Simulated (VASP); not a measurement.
The system is C.

```
C
1.0
     2.11039   -2.58963    0.00000
     2.11039    2.58963    0.00000
     0.00000    0.00000    3.01345
C
6
Direct
  0.60400 0.39600 0.31018
  0.89600 0.10400 0.31018
  0.39600 0.60400 0.68982
  0.10400 0.89600 0.68982
  0.75000 0.75000 0.00000
  0.25000 0.25000 0.00000
```

| Item | Value |
| --- | --- |
| Program | VASP 6.6.1 |
| Task | relaxation of cell and atoms |
| Functional | PBE |
| Potentials or basis | VASP PAW PBE potentials, release 64 (C) |
| Cutoff | 600 eV |
| k mesh | 6 × 6 × 6 |
| Occupations | gaussian, width 0.1 eV |
| Spin | no spin polarisation |

At the start: pressure 50.2 GPa; volume 5.49 Å³/atom.

Problem. Where does the relaxation end?

Solution. Over 9 steps the energy falls by 178.8 meV/atom and the volume is 6.16 Å³/atom (+12.1 %); space group Cmme (No. 67, to 0.05 Å).

Step by step:
| step | energy change (eV) | largest force (eV/Å) | pressure (GPa) | volume (Å³) |
| --- | --- | --- | --- | --- |
| 1 | 0.0000 | 1.6503 | 50.15 | 32.94 |
| 2 | -0.1618 | 0.7487 | -34.65 | 41.62 |
| 3 | -1.0634 | 0.2963 | -3.46 | 37.22 |
| 4 | -1.0643 | 0.3298 | -2.27 | 37.09 |
| 5 | -1.0639 | 0.3527 | -1.46 | 37.01 |
| 6 | -1.0632 | 0.4400 | 3.81 | 36.68 |
| 7 | -1.0715 | 0.1261 | 1.05 | 36.85 |
| 8 | -1.0723 | 0.0979 | -0.31 | 36.98 |
| 9 | -1.0727 | 0.0171 | 0.19 | 36.93 |

Final structure:
```cif
data_structure
_symmetry_space_group_name_H-M 'P 1'
_symmetry_Int_Tables_number 1
_cell_length_a 3.5230
_cell_length_b 3.5230
_cell_length_c 3.0172
_cell_angle_alpha 90.000
_cell_angle_beta 90.000
_cell_angle_gamma 99.546
_cell_volume 36.93
loop_
_atom_site_label
_atom_site_type_symbol
_atom_site_fract_x
_atom_site_fract_y
_atom_site_fract_z
_atom_site_occupancy
C1 C 0.60386 0.39614 0.29445 1
C2 C 0.89614 0.10386 0.29445 1
C3 C 0.39614 0.60386 0.70555 1
C4 C 0.10386 0.89614 0.70555 1
C5 C 0.75000 0.75000 0.00000 1
C6 C 0.25000 0.25000 0.00000 1
```
